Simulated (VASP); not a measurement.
Here is a VASP 6.6.1 calculation.

File INCAR:

```
PREC = Accurate
ENCUT = 540
EDIFF = 1E-6
ISMEAR = -1
SIGMA = 0.03
LREAL = F
LASPH = T
NELM = 300
ALGO = All
ISIF = 2
LWAVE = F
LCHARG = F
LNONCOLLINEAR = T
MAGMOM = 0.207 1.248 -0.806 1.632 -0.567 0.506 -0.525 -0.32 -0.788 -0.932 0.078 1.42
LORBIT = 11
LMAXMIX = 4
GGA = PE
NBANDS = 46
GGA_COMPAT = F
ISEARCH = 1
KPAR = 4
```

File KPOINTS:

```
Automatic mesh
0
Gamma
  3 3 2
```

POSCAR

```
Fe
1.0
    2.8252000000      0.0000000000      0.0000000000
    0.0000000000      2.8252000000      0.0000000000
    0.0000000000      0.0000000000      5.6504000000
Fe
4
Direct
    0.0000000000      0.0000000000      0.0000000000
    0.5000000000      0.5000000000      0.2500000000
    0.0000000000      0.0000000000      0.5000000000
    0.5000000000      0.5000000000      0.7500000000
```

Potentials or basis: VASP PAW PBE potentials, release 64 (Fe).

Command:

```console
$ cat potpaw_PBE.64/Fe/POTCAR > POTCAR
$ mpirun -np 4 vasp_ncl > vasp.out
```

**Question.** Estimate the pressure.

**Answer.** -3.7 GPa.

**Question.** Estimate the band gap on the k mesh.

**Answer.** Zero (bands 32 and 33 overlap by 0.40 eV).

**Question.** Estimate the net moment.

**Answer.** 7.77 μB per cell.

Stress tensor (GPa, compression positive):
```
-1.97  0.00  0.00
 0.00 -1.97  0.00
 0.00  0.00 -7.15
```

Caveat: the k points lie up to 0.74 Å⁻¹ apart.
